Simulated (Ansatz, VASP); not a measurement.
# One calculation of CaB6, two programs

```
CELL_PARAMETERS angstrom
4.17777 0.00000 0.00000
0.00000 4.17777 0.00000
0.00000 0.00000 4.17777
ATOMIC_POSITIONS crystal
Ca 0.50000 0.50000 0.50000
B 0.00000 0.00000 0.29300
B 0.00000 0.00000 0.70700
B 0.29300 0.00000 0.00000
B 0.70700 0.00000 0.00000
B 0.00000 0.29300 0.00000
B 0.00000 0.70700 0.00000
```

Alike in both runs: task single point; functional PBE; k mesh 6 × 6 × 6; occupations gaussian, width 0.0597 eV; no spin polarisation.

|  | VASP | Ansatz |
| --- | --- | --- |
| version | VASP 6.6.1 | Ansatz 0.2.0 |
| potentials or method | VASP PAW PBE potentials, release 64 (Ca_sv, B), cutoff 520 eV | PAW plane waves |
| valence electrons in the cell | 28 | 28 |

```csv
,VASP,Ansatz,Ansatz less VASP
pressure (GPa),-1.3,-1.4,-0.13
rms of the force components (eV/Å),0.643,0.629,-0.0134
```

Atom by atom the forces differ by 0.013 eV/Å (rms over components).
